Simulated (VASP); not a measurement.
Here is a VASP 6.6.1 calculation.

Contents of INCAR:

```
PREC = Accurate
ENCUT = 520
EDIFF = 1E-6
ISMEAR = 0
SIGMA = 0.1
LREAL = F
LASPH = T
NELM = 80
ALGO = Fast
ISIF = 2
LWAVE = F
LCHARG = F
GGA = PE
NBANDS = 47
```

KPOINTS

```
Automatic mesh
0
Gamma
  12 12 6
```

POSCAR

```
RbGeBi
1.0
    5.5557236858      0.0000000000      0.0000000000
   -2.7778618430      4.8113978483      0.0000000000
    0.0000000000      0.0000000000      7.2126630129
Rb Ge Bi
2 2 2
Direct
    0.0000000000      0.0000000000      0.0000000000
    0.0000000000      0.0000000000      0.5000000000
    0.3333333333      0.6666666667      0.2500000000
    0.6666666667      0.3333333333      0.7500000000
    0.3333333333      0.6666666667      0.7500000000
    0.6666666667      0.3333333333      0.2500000000
```

Potentials or basis: VASP PAW PBE potentials, release 64 (Rb_sv, Ge_d, Bi_d).

Run with:

```bash
$ cat potpaw_PBE.64/Rb_sv/POTCAR potpaw_PBE.64/Ge_d/POTCAR potpaw_PBE.64/Bi_d/POTCAR > POTCAR
$ mpirun -np 1 vasp_std > vasp.out
```

(1) Estimate the pressure.

(2) Estimate the band gap on the k mesh.

## Answers

(1) 0.0 GPa.

(2) zero (bands 38 and 39 overlap by 0.07 eV).

Caveat: spin-orbit coupling is left out, which moves the levels of the heavy elements.
